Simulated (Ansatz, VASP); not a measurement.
## Two plane-wave programs on CuO

```
Cu O
1.0
     2.93598    0.00000    0.00000
     0.03984    2.93575    0.00000
     0.01784    0.01758    5.27786
Cu O
2 2
Direct
  0.00000 0.50000 0.00000
  0.50000 0.00000 0.50000
  0.99842 0.00167 0.74989
  0.00158 0.99833 0.25011
```

Alike in both runs: task single point; functional PBEsol; k mesh 9 × 9 × 5; occupations fermi-dirac, width 0.05 eV; no spin polarisation.

|  | VASP | Ansatz |
| --- | --- | --- |
| version | VASP 6.6.1 | Ansatz 0.2.0 |
| potentials or method | VASP PAW PBE potentials, release 64 (Cu, O) | Ansatz PAW |
| plane-wave cutoff (eV) | 520 | 420 |
| valence electrons in the cell | 34 | 50 |

Ansatz gave:

| Property | Result |
| --- | --- |
| gap on the k mesh at the Fermi level (eV) | none |
| pressure (GPa) | -10.4 |
| traceless stress, the component that is largest in VASP (GPa) | -4.80 |
| rms of the force components (eV/Å) | 0.006 |

Question: Estimate VASP's values.

Answer: gap on the k mesh at the Fermi level (eV): none; pressure (GPa): -9.8; traceless stress, the component that is largest in VASP (GPa): -4.56; rms of the force components (eV/Å): 0.006.

VASP's potentials were made for PBE, not for PBEsol. Atom by atom the forces differ by 0.001 eV/Å (rms over components). A gap of «none» marks a metal or a gap that the smearing closes. With one functional, cell and mesh, what is left measures potentials, basis and numerics. VASP's potentials hold 34 valence electrons a cell and Ansatz's 50, so a difference there can come from the potentials and not from the codes.
